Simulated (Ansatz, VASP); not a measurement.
# One calculation of PbS, two programs

```
Pb S
1.0
     2.47077    1.42650    8.68933
    -2.47077    1.42650    8.68933
     0.00000   -2.85300    8.68933
Pb S
3 3
Direct
  0.98494 0.98494 0.98494
  0.21153 0.21153 0.21153
  0.43382 0.43382 0.43382
  0.09050 0.09050 0.09050
  0.54378 0.54378 0.54378
  0.31876 0.31876 0.31876
```

Alike in both runs: functional PBEsol; k mesh 6 × 6 × 6; occupations gaussian, width 0.02 eV; no spin polarisation.

Ansatz relaxed the structure, and its values are those at the end. VASP's run is a single point on that final structure, the one shown.

|  | VASP | Ansatz |
| --- | --- | --- |
| version | VASP 6.6.1 | Ansatz 0.2.0 |
| potentials or method | VASP PAW PBE potentials, release 64 (Pb_d, S), cutoff 520 eV | scalar-relativistic, plane waves, PAW |
| valence electrons in the cell | 60 | 60 |

```csv
,VASP,Ansatz,Ansatz less VASP
gap on the k mesh at the Fermi level (eV),1.47,1.47,-0.003
least direct gap on the mesh (eV),1.81,1.80,-0.003
pressure (GPa),0.0,0.0,+0.04
```

VASP's potentials were made for PBE, not for PBEsol. The functional is the same, so the differences come from potentials, cutoffs and numerics.

Neither program's run includes spin-orbit coupling.
